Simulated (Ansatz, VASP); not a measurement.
## Two plane-wave programs on W

POSCAR

```
W
1.0
   -1.5869889400      1.5869889400      1.5869889400
    1.5869889400     -1.5869889400      1.5869889400
    1.5869889400      1.5869889400     -1.5869889400
W
1
Direct
    0.0000000000      0.0000000000      0.0000000000
```

File INCAR.step1:

```
PREC = Accurate ; ENCUT = 520
ISMEAR = -1 ; SIGMA = 0.0912
LREAL = F ; LASPH = T
NELM = 100 ; NBANDS = 13
GGA = PE ; ALGO = Normal
EDIFF = 1E-4 ; LWAVE = T
LCHARG = F
```

INCAR.step2

```
PREC = Accurate ; ENCUT = 520
EDIFF = 1E-6 ; ISMEAR = -1
SIGMA = 0.0912 ; LREAL = F
LASPH = T ; NELM = 100
ALGO = Normal ; ISIF = 2
LWAVE = F ; LCHARG = T
METAGGA = R2SCAN ; LMIXTAU = T
LELF = T ; LVHAR = T
NBANDS = 13 ; ISTART = 1
```

The input KPOINTS:

```
Automatic mesh
0
Gamma
  15 15 15
```

Input for Ansatz:

```yaml
crystal:
  lattice:
    - [-1.58698894, 1.58698894, 1.58698894]
    - [1.58698894, -1.58698894, 1.58698894]
    - [1.58698894, 1.58698894, -1.58698894]
  atoms:
    - { symbol: W, position: [0.0, 0.0, 0.0] }
  symmetry: { tolerance: 0.0003 }
kpoints:
  mp_grid: { grid: [15, 15, 15], shift: [0, 0, 0] }
  band_path:
    path:
      - [0.0, 0.0, 0.0]
      - [0.5, -0.5, 0.5]
      - [0.0, 0.0, 0.5]
      - [0.0, 0.0, 0.0]
      - [0.25, 0.25, 0.25]
      - [0.5, -0.5, 0.5]
      - [0.25, 0.25, 0.25]
      - [0.0, 0.0, 0.5]
    npoints: 8
magnetization:
  spin_polarized: false
scf:
  occupations: { method: fermi_dirac, width: 0.0912 }
  lower_state_search: "off"
  max_iter: 200
hamiltonian:
  pseudopotentials: { kind: paw }
  xc: r2scan
basis:
  ecutwfc: 500
  fft_grid_basis: typed
output:
  forces: true
  stress: true
  eigenvalues: true
  bader: true
  populations: true
  elf: true
  write_potential: true
  volumetric_format: npy
  dos:
    e_range: [-12, 8]
    de: 0.05
    projected: { site_lists: { W: [W] } }
checkpoint:
  read: saved_state
```

Alike in both runs: task single point; functional r2SCAN; k mesh 15 × 15 × 15; occupations fermi-dirac, width 0.0912 eV; no spin polarisation.

|  | VASP | Ansatz |
| --- | --- | --- |
| version | VASP 6.6.1 | Ansatz 0.2.0 |
| potentials or method | VASP PAW PBE potentials, release 64 (W_sv), cutoff 520 eV | PAW plane waves |
| valence electrons in the cell | 14 | 14 |

Ansatz gave:

```
pressure (GPa) : -1.5
```

Problem. What did VASP give for the same quantities?

Solution. Pressure (GPa): -0.4.

VASP's potentials were made for PBE, not for r2SCAN.

Neither program's run includes spin-orbit coupling.
